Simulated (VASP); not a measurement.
Wanted: the native input for a VASP 6.6.1 run.

- Task: single point
- Functional: PBE
- Dispersion: D3(BJ)
- Potentials or basis: VASP PAW PBE potentials, release 64 (O, H, S)
- Cutoff: 520 eV
- k mesh: 1 × 1 × 1
- Occupations: fermi-dirac, width 0.02 eV
- Spin: no spin polarisation
- Dipole correction: no
- Further INCAR settings: ALGO = Normal; EDIFF = 1e-06; NBANDS = 55

The structure of H18SO8 lies in POSCAR:

```
H18SO8
1.0
    6.6943300000      0.0000000000      0.0000000000
    0.0000000000      6.6943300000      0.0000000000
    0.0000000000      0.0000000000      6.6943300000
O H S
8 18 1
Direct
    0.6168653174      0.7238663167      0.1877260308
    0.0490564403      1.0125882650      0.1597620673
    0.3530151636      0.7727136248      0.6876266930
    0.9207642886      0.0046307846      0.7864267223
    0.6848930363      0.5118510740      0.5211873332
    0.4967338031      0.1418962017      0.7286166054
    0.4418216610      0.1092865156      0.3137132469
    0.8291643824      0.6091124877      0.8823437148
    0.5412640249      0.8401438232      0.1591944227
    0.6749741946      0.6814274169      0.0541054893
    0.1897277248      1.0071508276      0.2130907798
   -0.0174177251      0.8943090645      0.2179008205
    0.2464324286      0.7767020747      0.5959969108
    0.4711748599      0.7237019986      0.6233782918
    0.8122694878      0.0870736877      0.7355478442
    0.9583333956      0.0542548694      0.9213468712
    0.6693126870      0.5993729021      0.4013247031
    0.6313701296      0.3820696022      0.4850672136
    0.3851169572      0.2245781131      0.7738489139
    0.4447644499      0.0089926849      0.7510833795
    0.4279143693      0.1170244072      0.4596725886
    0.3620676005      0.2305383810      0.2760694498
    0.7822739542      0.5463877640      0.7602702586
    0.8643583450      0.7512178216      0.8500327889
    0.3423494211      0.5844050114      0.1788528501
    0.0625902816      0.4996317779      0.1501419858
    0.1965245215      0.4831850237      0.2917543653
```

One way to write it, as run:

INCAR

```
PREC     = Accurate       # precision mode
ENCUT    = 520            # plane-wave cutoff, eV
EDIFF    = 1E-6           # SCF threshold, eV
ISMEAR   = -1             # smearing method
SIGMA    = 0.02           # smearing width, eV
LREAL    = False          # projectors in reciprocal space
LASPH    = True           # aspherical terms in the spheres
NELM     = 120            # most SCF steps
ALGO     = Normal         # electronic algorithm
ISIF     = 2              # what is computed and relaxed
LWAVE    = False          # write WAVECAR
LCHARG   = False          # write CHGCAR
GGA      = PE             # functional
IVDW     = 12             # dispersion correction
NBANDS   = 55             # bands
GGA_COMPAT= False
```

KPOINTS

```
Automatic mesh
0
Gamma
  1 1 1
```

Potentials or basis: VASP PAW PBE potentials, release 64 (O, H, S).

Command:

```console
$ cat potpaw_PBE.64/O/POTCAR potpaw_PBE.64/H/POTCAR potpaw_PBE.64/S/POTCAR > POTCAR
$ mpirun -np 1 vasp_gam > vasp.out
```

Results of the run:

- Pressure: 1.0 GPa
- Largest force: 2.166 eV/Å
- Dispersion energy per atom: -0.037 eV

Caveat: the k points lie up to 0.94 Å⁻¹ apart.

It took 20 s on 1 thread of Intel(R) Xeon(R) 6975P-C (Granite Rapids), on a shared host, peak memory 0.33 GiB.
